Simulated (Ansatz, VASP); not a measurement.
One calculation of BAs, two programs

```xyz
2
Lattice="0.0000 2.3885 2.3885 2.3885 0.0000 2.3885 2.3885 2.3885 0.0000" Properties=species:S:1:pos:R:3 pbc="T T T"
As    3.5827    3.5827    3.5827
B     0.0000    0.0000    0.0000
```

Alike in both runs: task single point; functional r2SCAN; dispersion rVV10; k mesh 10 × 10 × 10; occupations fermi-dirac, width 0.05 eV; no spin polarisation.

```csv
,VASP,Ansatz
version,VASP 6.6.1,Ansatz 0.2.0
potentials or method,"VASP PAW PBE potentials, release 64 (As, B)",Ansatz PAW
plane-wave cutoff (eV),520,500
valence electrons in the cell,8,18
```

VASP gave:

```
gap on the k mesh at the Fermi level (eV) : 1.33
least direct gap on the mesh (eV)         : 3.44
pressure (GPa)                            : 0.2
```

Task: What did Ansatz give for the same quantities?

Result: gap on the k mesh at the Fermi level (eV): 1.34; least direct gap on the mesh (eV): 3.43; pressure (GPa): -0.2.

VASP's potentials were made for PBE, not for r2SCAN. VASP's potentials hold 8 valence electrons a cell and Ansatz's 18, so a difference there can come from the potentials and not from the codes.
